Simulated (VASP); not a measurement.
# Ir (Fm-3m) in VASP: further runs

Ir is run at these levels: r2SCAN; tasks: single point.

All numbers are computed with VASP 6.6.1; they aren't measurements. Logs are shortened: lines on timing, memory, paths and dates and some standing lists are left out, and cuts for length are marked.

### 1 The cell of the first run

The structure is cubic, space group Fm-3m (No. 225). Conventional cell: a = 3.846 Å, b = 3.846 Å, c = 3.846 Å, α = 90.00°, β = 90.00°, γ = 90.00°. Ir (site symmetry m-3m) has 12 Ir at 2.72 Å within 3.6 Å.

### 2 Single point, r2SCAN

POSCAR

```
Ir
1.0
    0.0000000000      1.9228496764      1.9228496764
    1.9228496764      0.0000000000      1.9228496764
    1.9228496764      1.9228496764      0.0000000000
Ir
1
Direct
    0.0000000000      0.0000000000      0.0000000000
```

INCAR.step1

```
SYSTEM = Ir
PREC = Accurate
ENCUT = 550
ISMEAR = 1
SIGMA = 0.03
LREAL = .FALSE.
LASPH = .TRUE.
NELM = 120
NBANDS = 14
GGA = PE
ALGO = Normal
EDIFF = 1E-5
LWAVE = .TRUE.
LCHARG = .FALSE.
GGA_COMPAT = .FALSE.
```

INCAR.step2

```
SYSTEM = Ir
PREC = Accurate
ENCUT = 550
EDIFF = 1E-6
ISMEAR = 1
SIGMA = 0.03
LREAL = .FALSE.
LASPH = .TRUE.
NELM = 120
ALGO = Normal
ISIF = 2
LWAVE = .FALSE.
LCHARG = .FALSE.
METAGGA = R2SCAN
LMIXTAU = .TRUE.
NBANDS = 14
ISTART = 1
GGA_COMPAT = .FALSE.
```

KPOINTS

```
Automatic mesh
0
G
  14 14 14
  0 0 0
```

Potentials or basis: VASP PAW PBE potentials, release 64 (Ir_sv_GW).

Launch:

```console
> cat potpaw_PBE.64/Ir_sv_GW/POTCAR > POTCAR
> cp INCAR.step1 INCAR
> mpirun -np 1 vasp_std > vasp.out
> cp INCAR.step2 INCAR
> mpirun -np 1 vasp_std > vasp.out
```

OUTCAR:

```text
SYSTEM = Ir
   PREC = Accurate
   ENCUT = 550
   EDIFF = 1E-6
   ISMEAR = 1
   LREAL = .FALSE.
   LASPH = .TRUE.
   NELM = 120
   ISIF = 2
   METAGGA = R2SCAN
   ISTART = 1

 ion  position               nearest neighbor table
   1  0.000  0.000  0.000-

  LATTYP: Found a face centered cubic cell.
 ALAT       =     3.8456993528

  Lattice vectors:

 A1 = (   0.0000000000,   1.9228496764,   1.9228496764)
 A2 = (   1.9228496764,   0.0000000000,   1.9228496764)
 A3 = (   1.9228496764,   1.9228496764,   0.0000000000)

Analysis of symmetry for initial positions (statically):
=====================================================================
 Subroutine PRICEL returns:
 Original cell was already a primitive cell.

 Routine SETGRP: Setting up the symmetry group for a
 face centered cubic supercell.

 Subroutine GETGRP returns: Found 48 space group operations
 (whereof 48 operations were pure point group operations)
 out of a pool of 48 trial point group operations.

The static configuration has the point symmetry O_h .

Analysis of symmetry for dynamics (positions and initial velocities):
=====================================================================
 Subroutine PRICEL returns:
 Original cell was already a primitive cell.

 Routine SETGRP: Setting up the symmetry group for a
 face centered cubic supercell.

 Subroutine GETGRP returns: Found 48 space group operations
 (whereof 48 operations were pure point group operations)
 out of a pool of 48 trial point group operations.

The dynamic configuration has the point symmetry O_h .

 Subroutine INISYM returns: Found 48 space group operations
 (whereof 48 operations are pure point group operations),
 and found     1 'primitive' translations

----------------------------------------------------------------------------------------

                                     Primitive cell

  volume of cell :      14.2189

  direct lattice vectors                    reciprocal lattice vectors
     0.000000000  1.922849676  1.922849676    -0.260030727  0.260030727  0.260030727
     1.922849676  0.000000000  1.922849676     0.260030727 -0.260030727  0.260030727
     1.922849676  1.922849676  0.000000000     0.260030727  0.260030727 -0.260030727

  length of vectors
     2.719320091  2.719320091  2.719320091     0.450386431  0.450386431  0.450386431

  position of ions in fractional coordinates (direct lattice)
     0.000000000  0.000000000  0.000000000

  ion indices of the primitive-cell ions
   primitive index   ion index
                 1           1

----------------------------------------------------------------------------------------

 KPOINTS: Automatic mesh

Automatic generation of k-mesh.
 Grid dimensions read from file:
 generate k-points for:   14   14   14

 Generating k-lattice:

  Cartesian coordinates                     Fractional coordinates (reciprocal lattice)
    -0.018573623  0.018573623  0.018573623     0.071428571  0.000000000  0.000000000
     0.018573623 -0.018573623  0.018573623     0.000000000  0.071428571  0.000000000
     0.018573623  0.018573623 -0.018573623     0.000000000  0.000000000  0.071428571

  Length of vectors
     0.032170459  0.032170459  0.032170459

  Shift w.r.t. Gamma in fractional coordinates (k-lattice)
     0.000000000  0.000000000  0.000000000

 Subroutine IBZKPT returns following result:
 ===========================================

 Found    104 irreducible k-points:

 Following reciprocal coordinates:
            Coordinates               Weight
  0.000000  0.000000  0.000000      1.000000
  0.071429  0.000000  0.000000      8.000000
  0.142857  0.000000  0.000000      8.000000
  0.214286  0.000000  0.000000      8.000000
  0.285714  0.000000  0.000000      8.000000
  0.357143  0.000000  0.000000      8.000000
[... 16 lines left out ...]
  0.214286  0.142857  0.000000     24.000000
  0.285714  0.142857  0.000000     24.000000
 [... further k-points ...]
   k-points           NKPTS =    104   k-points in BZ     NKDIM =    104   number of bands    NBANDS=     14
   number of dos      NEDOS =    301   number of ions     NIONS =      1
   total plane-waves  NPLWV =  13824
   dimension x,y,z NGX =    24 NGY =   24 NGZ =   24
   dimension x,y,z NGXF=    48 NGYF=   48 NGZF=   48
   ions per type =               1
   NGX,Y,Z   is equivalent  to a cutoff of  14.67, 14.67, 14.67 a.u.
   NGXF,Y,Z  is equivalent  to a cutoff of  29.34, 29.34, 29.34 a.u.
 SYSTEM =  Ir
   PREC   = accura    normal or accurate (medium, high low for compatibility)
   ISTART =      1    job   : 0-new  1-cont  2-samecut
   ICHARG =      0    charge: 1-file 2-atom 10-const
   ISPIN  =      1    spin polarized calculation?
   LNONCOLLINEAR =      F non collinear calculations
   LSORBIT =      F    spin-orbit coupling
   LASPH  =      T    aspherical Exc in radial PAW
   ENCUT  =  550.0 eV  40.42 Ry    6.36 a.u.   5.20  5.20  5.20*2*pi/ulx,y,z
   NELM   =    120;   NELMIN=  2; NELMDL=  0     # of ELM steps
   EDIFF  = 0.1E-05   stopping-criterion for ELM
   LREAL  =      F    real-space projection
   EDIFFG = 0.1E-04   stopping-criterion for IOM
   NSW    =      0    number of steps for IOM
   IBRION =     -1    ionic relax: 0-MD 1-quasi-New 2-CG
   NFREE  =      0    steps in history (QN), initial steepest desc. (CG)
   ISIF   =      2    stress and relaxation
   ISYM   =      2    0-nonsym 1-usesym 2-fastsym
   POTIM  = 0.5000    time-step for ionic-motion
   TEBEG  =    0.0;   TEEND  =   0.0 temperature during run
   PSTRESS=    0.0 pullay stress
   NELECT =      17.0000    total number of electrons
   NUPDOWN=      -1.0000    fix difference up-down
   EMIN   =  10.00;   EMAX   =-10.00  energy-range for DOS
   EFERMI =   0.00;   METHOD = LEGACY
   ISMEAR =     1;   SIGMA  =   0.03  broadening in eV -4-tet -1-fermi 0-gaus
   EFERMI_NEDOS =   21; number of points for ismear=-14 and -15
   IALGO  =     38    algorithm
   IMIX   =      4    mixing-type and parameters
     AMIX     =   0.40;   BMIX     =  1.00
     AMIX_MAG =   1.60;   BMIX_MAG =  1.00
  volume/ion in A,a.u.               =      14.22        95.95
  Fermi-wavevector in a.u.,A,eV,Ry     =   1.737544  3.283482 41.076793  3.019059
  Thomas-Fermi vector in A             =   2.810747
   LORBIT       =      0    0 simple, 1 ext, 2 COOP (PROOUT), +10 PAW based schemes
   METAGGA = R2SCAN    functional components
   LHFCALC =     F    Hartree Fock is set to
   AEXX    =    0.0000 exact exchange contribution
   IVDW    =     0    specifies the selected vdW correction
   LEPSILON=     F    determine dielectric tensor
   LRPA    =     F    only Hartree local field effects (RPA)
 non-spin polarized calculation
 Methfessel and Paxton  Order N= 1 SIGMA  =   0.03
  energy-cutoff  :      550.00
  volume of cell :       14.22
 maximum number of plane-waves:       444
 NGX is ok and might be reduce to    24
   NGX = 11   NGY = 11   NGZ = 11

 number of electron      17.0000000 magnetization

 Free energy of the ion-electron system (eV)
  ---------------------------------------------------
  ext. energy  EPLUGINS =         0.00000000
  ---------------------------------------------------
  free energy    TOTEN  =       -52.89226780 eV

  energy without entropy =      -52.89227762  energy(sigma->0) =      -52.89227108

 E-fermi :  12.4508     XC(G=0): -15.8609

 val. band max:       12.4385563003   @ k =   0.3571   0.2143   0.0000
 cond. band min:      12.4524603141   @ k =   0.4286   0.2857   0.0714
 fundamental gap:      0.0139040138
 Fermi energy:        12.4508299394

 k-point     1 :       0.0000    0.0000    0.0000
  band No.  band energies     occupation
      1     -82.4617      2.00000
      2     -38.2729      2.00000
      3     -38.2729      2.00000
      4     -38.2729      2.00000
      5       1.1215      2.00000
      6       8.6002      2.00000
      7       8.6002      2.00000
      8       8.6002      2.00000
      9      11.2837      2.00000
     10      11.2837      2.00000
     11      26.8426      0.00000
     12      32.6176      0.00000
     13      32.6176      0.00000
     14      32.6176      0.00000

 k-point     2 :       0.0714    0.0000    0.0000
  band No.  band energies     occupation
      1     -82.4582      2.00000
      2     -38.3156      2.00000
      3     -38.2787      2.00000
      4     -38.2787      2.00000
      5       1.3578      2.00000
      6       8.4742      2.00000
      7       8.7000      2.00000
      8       8.7000      2.00000
      9      11.2199      2.00000
     10      11.2199      2.00000
     11      27.2488      0.00000
     12      31.6339      0.00000
     13      33.0102      0.00000
     14      33.0102      0.00000

 k-point     3 :       0.1429    0.0000    0.0000
  band No.  band energies     occupation
      1     -82.4483      2.00000
      2     -38.4347      2.00000
      3     -38.2952      2.00000
      4     -38.2952      2.00000
      5       2.0231      2.00000
      6       8.1880      2.00000
      7       8.9297      2.00000
      8       8.9297      2.00000
      9      11.1226      2.00000
     10      11.1226      2.00000
     11      28.2798      0.00000
     12      29.8081      0.00000
     13      34.1367      0.00000
     14      34.1367      0.00000

 k-point     4 :       0.2143    0.0000    0.0000
  band No.  band energies     occupation
      1     -82.4333      2.00000
      2     -38.6038      2.00000
      3     -38.3182      2.00000
      4     -38.3182      2.00000
      5       2.9543      2.00000
      6       8.0000      2.00000
      7       9.0645      2.00000
      8       9.0645      2.00000
      9      11.2630      2.00000
     10      11.2630      2.00000
     11      27.7637      0.00000
     12      29.4694      0.00000
     13      35.8471      0.00000
     14      35.8471      0.00000

 k-point     5 :       0.2857    0.0000    0.0000
  band No.  band energies     occupation
      1     -82.4176      2.00000
      2     -38.7891      2.00000
      3     -38.3446      2.00000
      4     -38.3446      2.00000
      5       3.7893      2.00000
      6       8.3296      2.00000
      7       8.9428      2.00000
      8       8.9428      2.00000
      9      11.8178      2.00000
     10      11.8178      2.00000
     11      25.8074      0.00000
[... 276 lines left out ...]
 k-point    22 :       0.1429    0.1429    0.0000
  band No.  band energies     occupation
      1     -82.4438      2.00000
      2     -38.4294      2.00000
      3     -38.3318      2.00000
      4     -38.3318      2.00000
      5       2.3339      2.00000
      6       7.7357      2.00000
      7       9.2960      2.00000
      8       9.2960      2.00000
      9      10.3136      2.00000
     10      11.6368      2.00000
     11      28.9116      0.00000
     12      31.1943      0.00000
     13      32.9742      0.00000
     14      32.9742      0.00000

 k-point    23 :       0.2143    0.1429    0.0000
  band No.  band energies     occupation
      1     -82.4329      2.00000
      2     -38.5398      2.00000
      3     -38.3608      2.00000
      4     -38.3538      2.00000
      5       3.0665      2.00000
      6       7.3786      2.00000
      7       9.3979      2.00000
      8       9.6175      2.00000
      9      10.2646      2.00000
     10      11.8439      2.00000
     11      29.9514      0.00000
     12      30.0618      0.00000
     13      33.1036      0.00000
     14      33.6979      0.00000

 k-point    24 :       0.2857    0.1429    0.0000
  band No.  band energies     occupation
      1     -82.4190      2.00000
      2     -38.6916      2.00000
      3     -38.3902      2.00000
      4     -38.3808      2.00000
      5       3.9789      2.00000
      6       7.1933      2.00000
      7       8.9331      2.00000
      8       9.7292      2.00000
      9      11.1045      2.00000
     10      12.2740      2.00000
     11      28.0185      0.00000
     12      30.6582      0.00000
     13      33.1299      0.00000
     14      34.0026      0.00000

 [... further k-points ...]

------------------------ aborting loop because EDIFF is reached ----------------------------------------

  FORCE on cell =-STRESS in cart. coord.  units (eV):
  Direction    XX          YY          ZZ          XY          YZ          ZX
  --------------------------------------------------------------------------------------
  -------------------------------------------------------------------------------------
  Total       -0.2112789     -0.2112789     -0.2112789      0.0000000      0.0000000      0.0000000
  in kB      -23.8067812    -23.8067812    -23.8067812      0.0000000      0.0000000      0.0000000
  external PRESSURE =     -23.8067812 kB  Pullay stress =       0.0000000 kB

 VOLUME and BASIS-vectors are now :
 -----------------------------------------------------------------------------
  energy-cutoff  :      550.00
  volume of cell :       14.22
      direct lattice vectors                 reciprocal lattice vectors
     0.000000000  1.922849676  1.922849676    -0.260030727  0.260030727  0.260030727
     1.922849676  0.000000000  1.922849676     0.260030727 -0.260030727  0.260030727
     1.922849676  1.922849676  0.000000000     0.260030727  0.260030727 -0.260030727

 POSITION                                       TOTAL-FORCE (eV/Angst)
 -----------------------------------------------------------------------------------
      0.00000      0.00000      0.00000         0.000000      0.000000      0.000000
 -----------------------------------------------------------------------------------
    total drift:                                0.000000      0.000000     -0.000000

  FREE ENERGIE OF THE ION-ELECTRON SYSTEM (eV)
  ---------------------------------------------------
  free  energy   TOTEN  =       -52.8922678030 eV

  energy  without entropy=      -52.8922776213  energy(sigma->0) =      -52.89227108
```

It took 72 s on 1 thread of Intel Xeon Platinum 8259CL at 2.50GHz (Skylake/Cascade Lake), shared host; peak memory 0.16 GiB.

Results:

```yaml
Free_energy: -52.8923 eV
Pressure: -2.4 GPa
Band_gap_on_the_k_mesh: zero (an odd number of electrons rules out a gap without spin polarisation)
```

Caveat: the PAW data sets were made with another functional, which shifts forces and pressure a little; spin-orbit coupling is left out, which moves the levels of the heavy elements.

### 3 Single point, r2SCAN

POSCAR is that of step 2.

INCAR.step1

```
ALGO = Normal
EDIFF = 1E-5
ENCUT = 620
GGA = PE
GGA_COMPAT = False
ISMEAR = 1
LASPH = True
LCHARG = False
LREAL = False
LWAVE = True
NBANDS = 14
NELM = 120
PREC = Accurate
SIGMA = 0.2
```

INCAR.step2

```
ALGO = Normal
EDIFF = 1E-6
ENCUT = 620
GGA_COMPAT = False
ISIF = 2
ISMEAR = 1
ISTART = 1
LASPH = True
LCHARG = False
LMIXTAU = True
LREAL = False
LWAVE = False
METAGGA = R2SCAN
NBANDS = 14
NELM = 120
PREC = Accurate
SIGMA = 0.2
```

KPOINTS

```
k-points
0
Gamma
  14 14 14
```

Potentials or basis: VASP PAW PBE potentials, release 64 (Ir_sv_GW).

Launch:

```console
> cat potpaw_PBE.64/Ir_sv_GW/POTCAR > POTCAR
> cp INCAR.step1 INCAR
> mpirun -np 1 vasp_std > vasp.out
> cp INCAR.step2 INCAR
> mpirun -np 1 vasp_std > vasp.out
```

It took 41 s on 1 thread of Intel Xeon 6975P-C (Granite Rapids), shared host; peak memory 0.16 GiB.

It converged, with:

- Free energy: -52.8984 eV
- Pressure: -1.2 GPa
- Band gap on the k mesh: zero (an odd number of electrons rules out a gap without spin polarisation)

Levels at points of the mesh, in eV from the Fermi level:
```
           k point  band 4  band 5  band 6  band 7  band 8  band 9  band 10  band 11  band 12  band 13
(0.00, 0.00, 0.00)  -50.74  -11.34   -3.86   -3.86   -3.86   -1.17    -1.17    14.39    20.16    20.16
(0.50, 0.00, 0.00)  -50.85   -8.24   -4.01   -4.01   -0.58    1.04     1.04     7.75    14.14    20.10
(0.50, 0.50, 0.00)  -51.04   -8.03   -7.45    0.94    1.67    1.67     1.86    11.16    12.14    12.14
```

Caveat: the PAW data sets were made with another functional, which shifts forces and pressure a little; spin-orbit coupling is left out, which moves the levels of the heavy elements.

The gap in the log of VASP goes by the Fermi energy; the results here count the filled bands.